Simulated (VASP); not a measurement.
The system is CdSe.

```
Cd Se
1.0
     0.00000    3.06778    3.06778
     3.06778    0.00000    3.06778
     3.06778    3.06778    0.00000
Cd Se
1 1
Direct
  0.00000 0.00000 0.00000
  0.25000 0.25000 0.25000
```

Program: VASP 6.6.1. Alike in all runs: task single point; no spin polarisation; cell as given; k mesh 4 × 4 × 4; smearing gaussian 0.01 eV.

Task: Order these runs on this cell by their pressure, lowest first.
A. level r2SCAN; potentials or basis VASP PAW PBE potentials, release 64 (Cd, Se); cutoff (eV) 520
B. level LDA; potentials or basis VASP PAW LDA potentials, release 64 (Cd, Se); cutoff (eV) 500
C. level PBE; potentials or basis VASP PAW PBE potentials, release 64 (Cd, Se); cutoff (eV) 520

Result: B (-2.6 GPa), A (0.4 GPa), C (1.9 GPa).

Caveats: all runs use coarse meshes; the PAW data sets were made with another functional, which shifts forces and pressure a little (some runs).
